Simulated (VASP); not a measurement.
# BAs (F-43m) in VASP: notebook

BAs is run at these levels: PBE-based screened hybrid with 25 % exact exchange; tasks: single point.

Everything below comes from runs of VASP 6.6.1. Logs are shortened: lines on timing, memory, paths and dates and some standing lists are left out, and cuts for length are marked.

## 1. The cell of the first run

It takes space group F-43m (No. 216, cubic). Conventional cell: a = 4.712 Å, b = 4.712 Å, c = 4.712 Å, α = 90.00°, β = 90.00°, γ = 90.00°. Within 2.7 Å of As (site symmetry -43m) lie 4 B at 2.04 Å. Within 2.7 Å of B (site symmetry -43m) lie 4 As at 2.04 Å.

## 2. Single point, PBE-based screened hybrid with 25 % exact exchange

POSCAR reads:

```
BAs
1.0
    0.0000000000      2.3562190158      2.3562190158
    2.3562190158      0.0000000000      2.3562190158
    2.3562190158      2.3562190158      0.0000000000
As B
1 1
Direct
    0.7500000000      0.7500000000      0.7500000000
    0.0000000000      0.0000000000      0.0000000000
```

INCAR.step1 reads:

```
SYSTEM = BAs
PREC = Accurate
ENCUT = 420
EDIFF = 1E-5
ISMEAR = -1
SIGMA = 0.05
LREAL = .FALSE.
LASPH = .TRUE.
NELM = 120
ALGO = Normal
ISIF = 2
LWAVE = .TRUE.
LCHARG = .FALSE.
NBANDS = 11
GGA = PE
GGA_COMPAT = .FALSE.
```

INCAR.step2 reads:

```
SYSTEM = BAs
PREC = Accurate
ENCUT = 420
EDIFF = 1E-6
ISMEAR = -1
SIGMA = 0.05
LREAL = .FALSE.
LASPH = .TRUE.
NELM = 120
ALGO = Normal
ISIF = 2
LWAVE = .FALSE.
LCHARG = .FALSE.
GGA = PE
LHFCALC = .TRUE.
AEXX = 0.25
HFSCREEN = 0.3
PRECFOCK = Normal
NBANDS = 11
ISTART = 1
GGA_COMPAT = .FALSE.
```

KPOINTS reads:

```
regular mesh
0
G
  5 5 5
  0 0 0
```

Potentials or basis: VASP PAW PBE potentials, release 64 (As, B).

On the command line:

```sh
cat potpaw_PBE.64/As/POTCAR potpaw_PBE.64/B/POTCAR > POTCAR
cp INCAR.step1 INCAR
mpirun -np 1 vasp_std > vasp.out
cp INCAR.step2 INCAR
mpirun -np 1 vasp_std > vasp.out
```

OUTCAR:

```text
SYSTEM = BAs
   PREC = Accurate
   ENCUT = 420
   EDIFF = 1E-6
   ISMEAR = -1
   LREAL = .FALSE.
   LASPH = .TRUE.
   NELM = 120
   ISIF = 2
   GGA = PE
   LHFCALC = .TRUE.
   AEXX = 0.25
   HFSCREEN = 0.3
   PRECFOCK = Normal
   ISTART = 1

 ion  position               nearest neighbor table
   1  0.750  0.750  0.750-   2 2.04   2 2.04   2 2.04   2 2.04
   2  0.000  0.000  0.000-   1 2.04   1 2.04   1 2.04   1 2.04

  LATTYP: Found a face centered cubic cell.
 ALAT       =     4.7124380316

  Lattice vectors:

 A1 = (   0.0000000000,   2.3562190158,   2.3562190158)
 A2 = (   2.3562190158,   0.0000000000,   2.3562190158)
 A3 = (   2.3562190158,   2.3562190158,   0.0000000000)

Analysis of symmetry for initial positions (statically):
=====================================================================
 Subroutine PRICEL returns:
 Original cell was already a primitive cell.

 Routine SETGRP: Setting up the symmetry group for a
 face centered cubic supercell.

 Subroutine GETGRP returns: Found 24 space group operations
 (whereof 24 operations were pure point group operations)
 out of a pool of 48 trial point group operations.

The static configuration has the point symmetry T_d .

Analysis of symmetry for dynamics (positions and initial velocities):
=====================================================================
 Subroutine PRICEL returns:
 Original cell was already a primitive cell.

 Routine SETGRP: Setting up the symmetry group for a
 face centered cubic supercell.

 Subroutine GETGRP returns: Found 24 space group operations
 (whereof 24 operations were pure point group operations)
 out of a pool of 48 trial point group operations.

The dynamic configuration has the point symmetry T_d .

 Subroutine INISYM returns: Found 24 space group operations
 (whereof 24 operations are pure point group operations),
 and found     1 'primitive' translations

----------------------------------------------------------------------------------------

                                     Primitive cell

  volume of cell :      26.1624

  direct lattice vectors                    reciprocal lattice vectors
     0.000000000  2.356219016  2.356219016    -0.212204382  0.212204382  0.212204382
     2.356219016  0.000000000  2.356219016     0.212204382 -0.212204382  0.212204382
     2.356219016  2.356219016  0.000000000     0.212204382  0.212204382 -0.212204382

  length of vectors
     3.332196888  3.332196888  3.332196888     0.367548771  0.367548771  0.367548771

  position of ions in fractional coordinates (direct lattice)
     0.750000000  0.750000000  0.750000000
     0.000000000  0.000000000  0.000000000

  ion indices of the primitive-cell ions
   primitive index   ion index
                 1           1
                 2           2

----------------------------------------------------------------------------------------

 KPOINTS: regular mesh

Automatic generation of k-mesh.
 Grid dimensions read from file:
 generate k-points for:    5    5    5

 Generating k-lattice:

  Cartesian coordinates                     Fractional coordinates (reciprocal lattice)
    -0.042440876  0.042440876  0.042440876     0.200000000  0.000000000  0.000000000
     0.042440876 -0.042440876  0.042440876     0.000000000  0.200000000  0.000000000
     0.042440876  0.042440876 -0.042440876     0.000000000  0.000000000  0.200000000

  Length of vectors
     0.073509754  0.073509754  0.073509754

  Shift w.r.t. Gamma in fractional coordinates (k-lattice)
     0.000000000  0.000000000  0.000000000

 Subroutine IBZKPT returns following result:
 ===========================================

 Found     10 irreducible k-points:

 Following reciprocal coordinates:
            Coordinates               Weight
  0.000000  0.000000  0.000000      1.000000
  0.200000  0.000000  0.000000      8.000000
  0.400000  0.000000  0.000000      8.000000
  0.200000  0.200000  0.000000      6.000000
  0.400000  0.200000  0.000000     24.000000
 -0.400000  0.200000  0.000000     24.000000
 -0.200000  0.200000  0.000000     12.000000
  0.400000  0.400000  0.000000      6.000000
 -0.400000  0.400000  0.000000     12.000000
 -0.400000  0.400000  0.200000     24.000000
   k-points           NKPTS =     10   k-points in BZ     NKDIM =    125   number of bands    NBANDS=     11
   number of dos      NEDOS =    301   number of ions     NIONS =      2
   total plane-waves  NPLWV =  13824
   dimension x,y,z NGX =    24 NGY =   24 NGZ =   24
   dimension x,y,z NGXF=    48 NGYF=   48 NGZF=   48
   ions per type =               1   1
   NGX,Y,Z   is equivalent  to a cutoff of  11.97, 11.97, 11.97 a.u.
   NGXF,Y,Z  is equivalent  to a cutoff of  23.95, 23.95, 23.95 a.u.
 SYSTEM =  BAs
   PREC   = accura    normal or accurate (medium, high low for compatibility)
   ISTART =      1    job   : 0-new  1-cont  2-samecut
   ICHARG =      0    charge: 1-file 2-atom 10-const
   ISPIN  =      1    spin polarized calculation?
[... 84 lines left out ...]
      1     -10.2277      2.00000
      2       2.1382      2.00000
      3       5.3002      2.00000
      4       5.3002      2.00000
      5      10.3999      0.00000
      6      11.4823      0.00000
      7      11.4823      0.00000
      8      14.8411      0.00000
      9      18.3548      0.00000
     10      18.3548      0.00000
     11      18.6729      0.00000

 k-point     3 :       0.4000    0.0000    0.0000
  band No.  band energies     occupation
      1      -8.2707      2.00000
      2      -2.6244      2.00000
      3       4.3557      2.00000
      4       4.3557      2.00000
      5       9.9701      0.00000
      6      11.8720      0.00000
      7      11.8720      0.00000
      8      16.2088      0.00000
      9      19.7470      0.00000
     10      20.6348      0.00000
     11      20.6348      0.00000

 k-point     4 :       0.2000    0.2000    0.0000
  band No.  band energies     occupation
      1      -9.9762      2.00000
      2       3.0665      2.00000
      3       3.8892      2.00000
      4       3.8892      2.00000
      5       8.8283      0.00000
      6      12.5851      0.00000
      7      13.6541      0.00000
      8      13.6541      0.00000
      9      17.2803      0.00000
     10      20.2340      0.00000
     11      21.3001      0.00000

 k-point     5 :       0.4000    0.2000    0.0000
  band No.  band energies     occupation
      1      -8.3578      2.00000
      2      -0.9989      2.00000
      3       2.4213      2.00000
      4       3.0413      2.00000
      5       9.4809      0.00000
      6      12.6397      0.00000
      7      14.1221      0.00000
      8      14.6406      0.00000
      9      19.5930      0.00000
     10      22.0273      0.00000
     11      22.5490      0.00000

 k-point     6 :      -0.4000    0.2000    0.0000
  band No.  band energies     occupation
      1      -7.1391      2.00000
      2      -3.0053      2.00000
      3       1.2074      2.00000
      4       3.4564      2.00000
      5      10.0290      0.00000
      6      13.4775      0.00000
      7      13.7672      0.00000
      8      16.6875      0.00000
      9      18.6207      0.00000
     10      19.9590      0.00000
     11      22.6339      0.00000

 k-point     7 :      -0.2000    0.2000    0.0000
  band No.  band energies     occupation
      1      -9.0406      2.00000
      2       0.2259      2.00000
      3       1.7254      2.00000
      4       4.8278      2.00000
      5      11.1108      0.00000
      6      12.3123      0.00000
      7      13.2109      0.00000
      8      14.4574      0.00000
      9      16.9617      0.00000
     10      20.2567      0.00000
     11      22.1059      0.00000

 k-point     8 :       0.4000    0.4000    0.0000
  band No.  band energies     occupation
      1      -7.2105      2.00000
      2      -1.8868      2.00000
      3       1.9287      2.00000
      4       1.9287      2.00000
      5       7.8976      0.00000
      6       9.0440      0.00000
      7      18.2334      0.00000
      8      18.2334      0.00000
      9      20.2837      0.00000
     10      24.3410      0.00000
     11      25.0085      0.00000

 k-point     9 :      -0.4000    0.4000    0.0000
  band No.  band energies     occupation
      1      -6.0185      2.00000
      2      -3.0593      2.00000
      3      -0.0566      2.00000
      4       2.1077      2.00000
      5       8.5971      0.00000
      6      11.4164      0.00000
      7      17.5977      0.00000
      8      18.0343      0.00000
      9      19.0016      0.00000
     10      21.6768      0.00000
     11      24.8976      0.00000

 k-point    10 :      -0.4000    0.4000    0.2000
  band No.  band energies     occupation
      1      -6.6453      2.00000
      2      -2.2729      2.00000
      3       0.1322      2.00000
      4       1.5995      2.00000
      5      11.4436      0.00000
      6      12.4210      0.00000
      7      13.4357      0.00000
      8      17.3988      0.00000
      9      18.7071      0.00000
     10      21.8934      0.00000
     11      24.7203      0.00000

------------------------ aborting loop because EDIFF is reached ----------------------------------------

  FORCE on cell =-STRESS in cart. coord.  units (eV):
  Direction    XX          YY          ZZ          XY          YZ          ZX
  --------------------------------------------------------------------------------------
  -------------------------------------------------------------------------------------
  Total        1.0442682      1.0442682      1.0442682      0.0000000     -0.0000000      0.0000000
  in kB       63.9507528     63.9507528     63.9507528      0.0000000     -0.0000000      0.0000000
  external PRESSURE =      63.9507528 kB  Pullay stress =       0.0000000 kB

 VOLUME and BASIS-vectors are now :
 -----------------------------------------------------------------------------
  energy-cutoff  :      420.00
  volume of cell :       26.16
      direct lattice vectors                 reciprocal lattice vectors
     0.000000000  2.356219016  2.356219016    -0.212204382  0.212204382  0.212204382
     2.356219016  0.000000000  2.356219016     0.212204382 -0.212204382  0.212204382
     2.356219016  2.356219016  0.000000000     0.212204382  0.212204382 -0.212204382

 POSITION                                       TOTAL-FORCE (eV/Angst)
 -----------------------------------------------------------------------------------
      3.53433      3.53433      3.53433        -0.000000     -0.000000     -0.000000
      0.00000      0.00000      0.00000         0.000000      0.000000      0.000000
 -----------------------------------------------------------------------------------
    total drift:                               -0.000001      0.000002     -0.000001

  FREE ENERGIE OF THE ION-ELECTRON SYSTEM (eV)
  ---------------------------------------------------
  free  energy   TOTEN  =       -12.8403808393 eV

  energy  without entropy=      -12.8403808296  energy(sigma->0) =      -12.84038083
```

Run time: 77 s. Hardware: 1 thread of Intel Xeon 6975P-C (Granite Rapids), shared host; peak memory 0.24 GiB.

Results:

- Free energy: -12.8404 eV
- Pressure: 6.4 GPa
- Band gap on the k mesh: 1.63 eV (least direct gap 3.99 eV)

Caveat: the k points lie up to 0.46 Å⁻¹ apart; the PAW data sets were made with another functional, which shifts forces and pressure a little; an odd mesh through Γ misses points on the zone boundary, where band edges can lie.

## 3. Single point, PBE-based screened hybrid with 25 % exact exchange

This run uses another cell than the first one, of 13.35 Å³/atom.

POSCAR reads:

```
BAs
1.0
    0.0000000000      2.3724693156      2.3724693156
    2.3724693156      0.0000000000      2.3724693156
    2.3724693156      2.3724693156      0.0000000000
As B
1 1
Direct
    0.7500000000      0.7500000000      0.7500000000
    0.0000000000      0.0000000000      0.0000000000
```

INCAR.step1 reads:

```
PREC = Accurate
ENCUT = 420
EDIFF = 1E-5
ISMEAR = -1
SIGMA = 0.05
LREAL = F
LASPH = T
NELM = 120
ALGO = Normal
ISIF = 2
LWAVE = T
GGA = PE
NBANDS = 11
GGA_COMPAT = F
```

INCAR.step2 reads:

```
PREC = Accurate
ENCUT = 420
EDIFF = 1E-6
ISMEAR = -1
SIGMA = 0.05
LREAL = F
LASPH = T
NELM = 120
ALGO = Normal
ISIF = 2
LWAVE = F
LCHARG = T
GGA = PE
LHFCALC = T
AEXX = 0.25
HFSCREEN = 0.3
PRECFOCK = Normal
LELF = T
LVHAR = T
ISTART = 1
NBANDS = 11
GGA_COMPAT = F
```

KPOINTS reads:

```
Automatic mesh
0
Gamma
  5 5 5
```

Potentials or basis: VASP PAW PBE potentials, release 64 (As, B).

On the command line:

```sh
cat potpaw_PBE.64/As/POTCAR potpaw_PBE.64/B/POTCAR > POTCAR
cp INCAR.step1 INCAR
mpirun -np 1 vasp_std > vasp.out
cp INCAR.step2 INCAR
mpirun -np 1 vasp_std > vasp.out
```

Wall time 71 s (1 thread of Intel Xeon 6975P-C (Granite Rapids), shared host); peak memory 0.24 GiB.

Results (log left out):

```
Free energy            : -12.8564 eV
Pressure               : 3.0 GPa
Band gap on the k mesh : 1.65 eV (least direct gap 3.97 eV)
```

Levels at points of the mesh, in eV from the valence-band top:
```tsv
k point	band 2	band 3	band 4	band 5	band 6	band 7
(0.00, 0.00, 0.00)	0.00	0.00	0.00	3.97	3.97	3.97
```

Caveat: the k points lie up to 0.46 Å⁻¹ apart; the PAW data sets were made with another functional, which shifts forces and pressure a little; an odd mesh through Γ misses points on the zone boundary, where band edges can lie.

## 4. Single point, PBE-based screened hybrid with 25 % exact exchange

This run uses another cell than the first one, of 13.63 Å³/atom.

POSCAR reads:

```
BAs
1.0
    0.0000000000      2.3885000000      2.3885000000
    2.3885000000      0.0000000000      2.3885000000
    2.3885000000      2.3885000000      0.0000000000
As B
1 1
Direct
    0.7500000000      0.7500000000      0.7500000000
    0.0000000000      0.0000000000      0.0000000000
```

INCAR.step1 reads:

```
PREC     = Accurate       # precision mode
ENCUT    = 420            # plane-wave cutoff, eV
EDIFF    = 1E-5           # SCF threshold, eV
ISMEAR   = -1             # smearing method
SIGMA    = 0.05           # smearing width, eV
LREAL    = F              # projectors in reciprocal space
LASPH    = T              # aspherical terms in the spheres
NELM     = 120            # most SCF steps
ALGO     = Normal         # electronic algorithm
ISIF     = 2              # what is computed and relaxed
LWAVE    = T              # write WAVECAR
GGA      = PE             # functional
NBANDS   = 11             # bands
GGA_COMPAT= F
```

INCAR.step2 reads:

```
PREC     = Accurate       # precision mode
ENCUT    = 420            # plane-wave cutoff, eV
EDIFF    = 1E-6           # SCF threshold, eV
ISMEAR   = -1             # smearing method
SIGMA    = 0.05           # smearing width, eV
LREAL    = F              # projectors in reciprocal space
LASPH    = T              # aspherical terms in the spheres
NELM     = 120            # most SCF steps
ALGO     = Normal         # electronic algorithm
ISIF     = 2              # what is computed and relaxed
LWAVE    = F              # write WAVECAR
LCHARG   = T              # write CHGCAR
GGA      = PE             # functional
LHFCALC  = T              # exact exchange
AEXX     = 0.25           # exact-exchange fraction
HFSCREEN = 0.3            # screening, 1/A
PRECFOCK = Normal       
LELF     = T              # ELF
LVHAR    = T            
ISTART   = 1            
NBANDS   = 11             # bands
GGA_COMPAT= F
```

KPOINTS reads:

```
regular mesh
0
Gamma
  5 5 5
```

On the command line:

```sh
cat potpaw_PBE.64/As/POTCAR potpaw_PBE.64/B/POTCAR > POTCAR
cp INCAR.step1 INCAR
mpirun -np 1 vasp_std > vasp.out
cp INCAR.step2 INCAR
mpirun -np 1 vasp_std > vasp.out
```

Run time: 71 s. Hardware: 1 thread of Intel Xeon 6975P-C (Granite Rapids), shared host; peak memory 0.24 GiB.

The run converged. Its results:

- Free energy: -12.8614 eV
- Pressure: -0.1 GPa
- Band gap on the k mesh: 1.67 eV (least direct gap 3.94 eV)

Levels at points of the mesh, in eV from the valence-band top:
```tsv
k point	band 1	band 2	band 3	band 4	band 5	band 6	band 7	band 8	band 9
(0.00, 0.00, 0.00)	-16.83	0.00	0.00	0.00	3.94	3.94	3.94	5.68	10.43
```

Caveat: the k points lie up to 0.46 Å⁻¹ apart; the PAW data sets were made with another functional, which shifts forces and pressure a little; an odd mesh through Γ misses points on the zone boundary, where band edges can lie.

## 5. Single point, PBE-based screened hybrid with 25 % exact exchange

This run uses another cell than the first one, of 13.90 Å³/atom.

POSCAR reads:

```
BAs
1.0
    0.0000000000      2.4043183418      2.4043183418
    2.4043183418      0.0000000000      2.4043183418
    2.4043183418      2.4043183418      0.0000000000
As B
1 1
Direct
    0.7500000000      0.7500000000      0.7500000000
    0.0000000000      0.0000000000      0.0000000000
```

INCAR.step1 reads:

```
ALGO = Normal ; EDIFF = 1E-5
ENCUT = 420 ; GGA = PE
GGA_COMPAT = F ; ISIF = 2
ISMEAR = -1 ; LASPH = T
LCHARG = F ; LREAL = F
LWAVE = T ; NBANDS = 11
NELM = 120 ; PREC = Accurate
SIGMA = 0.05
```

INCAR.step2 reads:

```
AEXX = 0.25 ; ALGO = Normal
EDIFF = 1E-6 ; ENCUT = 420
GGA = PE ; GGA_COMPAT = F
HFSCREEN = 0.3 ; ISIF = 2
ISMEAR = -1 ; ISTART = 1
LASPH = T ; LCHARG = F
LHFCALC = T ; LREAL = F
LWAVE = F ; NBANDS = 11
NELM = 120 ; PREC = Accurate
PRECFOCK = Normal ; SIGMA = 0.05
```

KPOINTS reads:

```
k-points
0
Gamma
  5 5 5
```

On the command line:

```sh
cat potpaw_PBE.64/As/POTCAR potpaw_PBE.64/B/POTCAR > POTCAR
cp INCAR.step1 INCAR
mpirun -np 1 vasp_std > vasp.out
cp INCAR.step2 INCAR
mpirun -np 1 vasp_std > vasp.out
```

Run time: 70 s. Hardware: 1 thread of Intel Xeon 6975P-C (Granite Rapids), shared host; peak memory 0.24 GiB.

Results (log left out):

| Quantity | Value |
| --- | --- |
| Free energy | -12.8565 eV |
| Pressure | -2.8 GPa |
| Band gap on the k mesh | 1.69 eV (least direct gap 3.91 eV) |

Levels at points of the mesh, in eV from the valence-band top:
| k point | band 2 | band 3 | band 4 | band 5 | band 6 | band 7 |
| --- | --- | --- | --- | --- | --- | --- |
| (0.00, 0.00, 0.00) | 0.00 | 0.00 | 0.00 | 3.91 | 3.91 | 3.91 |

Caveat: the k points lie up to 0.45 Å⁻¹ apart; the PAW data sets were made with another functional, which shifts forces and pressure a little; an odd mesh through Γ misses points on the zone boundary, where band edges can lie.

## 6. The runs side by side

```csv
cell,gap on the mesh (eV),pressure (GPa)
"a = 3.332 Å, angles 60.0°, 2 atoms",1.63,6.4
"a = 3.355 Å, angles 60.0°, 2 atoms",1.65,3.0
"a = 3.378 Å, angles 60.0°, 2 atoms",1.67,-0.1
"a = 3.400 Å, angles 60.0°, 2 atoms",1.69,-2.8
```

Alike in all rows: task single point; level PBE-based screened hybrid with 25 % exact exchange; potentials or basis VASP PAW PBE potentials, release 64 (As, B); no spin polarisation; k mesh 5 × 5 × 5; cutoff (eV) 420; smearing fermi-dirac 0.05 eV.

Caveats: all runs use coarse meshes; the PAW data sets were made with another functional, which shifts forces and pressure a little; an odd mesh through Γ misses points on the zone boundary, where band edges can lie.

Absolute energies hang on the potentials; compare differences alone.
